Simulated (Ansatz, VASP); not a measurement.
One calculation of ZnW, two programs

```xyz
4
Lattice="2.1708 -4.6377 0.0000 2.1708 4.6377 0.0000 0.0000 0.0000 3.2128" Properties=species:S:1:pos:R:3 pbc="T T T"
Zn    2.1708   -3.6607    2.4096
Zn    2.1708    3.6607    0.8032
W     2.1708   -0.9822    2.4096
W     2.1708    0.9822    0.8032
```

Alike in both runs: functional PBE; k mesh 6 × 6 × 6; occupations gaussian, width 0.1 eV; no spin polarisation.

Ansatz relaxed the structure, and its values are those at the end. VASP's run is a single point on that final structure, the one shown.

```csv
,VASP,Ansatz
version,VASP 6.6.1,Ansatz 0.2.0
potentials or method,"VASP PAW PBE potentials, release 64 (Zn, W_sv), cutoff 520 eV","scalar-relativistic, plane waves, PAW"
valence electrons in the cell,52,52
```

Ansatz gave:

| Quantity | Value |
| --- | --- |
| gap on the k mesh at the Fermi level (eV) | none |
| pressure (GPa) | 0.0 |
| rms of the force components (eV/Å) | 0.000 |

Task: What did VASP give for the same quantities?

Result: gap on the k mesh at the Fermi level (eV): none; pressure (GPa): 0.5; rms of the force components (eV/Å): 0.015.

A gap of «none» marks a metal or a gap that the smearing closes.

Neither program's run includes spin-orbit coupling.
